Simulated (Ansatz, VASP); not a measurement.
# ZrS2: VASP beside Ansatz

POSCAR

```
ZrS2
1.0
    3.8213750484      0.0000000000      0.0000000000
   -1.9106875242      3.3094078693      0.0000000000
    0.0000000000      0.0000000000      5.7397191487
Zr S
1 2
Direct
    0.0000000000      0.0000000000      0.0000000000
    0.3333333333      0.6666666667      0.2390644428
    0.6666666667      0.3333333333      0.7609355572
```

Contents of INCAR.step1:

```
SYSTEM = ZrS2
PREC = Accurate ; ENCUT = 550
ISMEAR = 0 ; SIGMA = 0.01
LREAL = .FALSE. ; LASPH = .TRUE.
NELM = 120 ; NBANDS = 19
GGA = PE ; ALGO = Normal
EDIFF = 1E-5 ; LWAVE = .TRUE.
LCHARG = .FALSE. ; GGA_COMPAT = .FALSE.
```

File INCAR.step2:

```
SYSTEM = ZrS2
PREC = Accurate ; ENCUT = 550
EDIFF = 1E-6 ; ISMEAR = 0
SIGMA = 0.01 ; LREAL = .FALSE.
LASPH = .TRUE. ; NELM = 120
ALGO = Normal ; ISIF = 2
LWAVE = .FALSE. ; LCHARG = .TRUE.
METAGGA = R2SCAN ; LMIXTAU = .TRUE.
LELF = .TRUE. ; LVHAR = .TRUE.
NBANDS = 19 ; ISTART = 1
GGA_COMPAT = .FALSE.
```

The input KPOINTS:

```
Automatic mesh
0
G
  12 12 4
  0 0 0
```

Input for Ansatz:

```yaml
crystal:
  lattice:
    - [3.8213750484, 0.0, 0.0]
    - [-1.9106875242, 3.3094078693, 0.0]
    - [0.0, 0.0, 5.7397191487]
  atoms:
    - { symbol: Zr, position: [0.0, 0.0, 0.0] }
    - { symbol: S, position: [0.3333333333, 0.6666666667, 0.2390644428] }
    - { symbol: S, position: [0.6666666667, 0.3333333333, 0.7609355572] }
kpoints:
  mp_grid: { grid: [12, 12, 4] }
  band_path:
    path:
      - [0.0, 0.0, 0.0]
      - [0.5, 0.0, 0.0]
      - [0.3333333333, 0.3333333333, 0.0]
      - [0.0, 0.0, 0.5]
      - [0.5, 0.0, 0.5]
      - [0.3333333333, 0.3333333333, 0.5]
      - [0.0, 0.5, 0.5]
    npoints: 1
hamiltonian:
  xc: r2scan
scf:
  occupations: { method: fixed }
  n_extra_bands: 4
output:
  forces: true
  stress: true
  eigenvalues: true
```

Change from the starting cell: epitaxial_xy strain +4.0%.

Alike in both runs: task single point; functional r2SCAN; k mesh 12 × 12 × 4; no spin polarisation.

|  | VASP | Ansatz |
| --- | --- | --- |
| version | VASP 6.6.1 | Ansatz 0.2.0 |
| potentials or method | VASP PAW PBE potentials, release 64 (Zr_sv, S) | plane waves, PAW |
| plane-wave cutoff (eV) | 550 | 500 |
| occupations | gaussian, width 0.01 eV | fixed |
| valence electrons in the cell | 24 | 24 |

Ansatz gave:

| Quantity | Value |
| --- | --- |
| gap on the k mesh at the Fermi level (eV) | 1.35 |
| pressure (GPa) | -3.1 |
| traceless stress, the component that is largest in VASP (GPa) | 3.91 |
| rms of the force components (eV/Å) | 0.017 |

Question: Which values does VASP return?

Answer: gap on the k mesh at the Fermi level (eV): 1.35; pressure (GPa): -3.1; traceless stress, the component that is largest in VASP (GPa): 3.94; rms of the force components (eV/Å): 0.016.

VASP's potentials were made for PBE, not for r2SCAN. Atom by atom the forces differ by 0.001 eV/Å (rms over components).
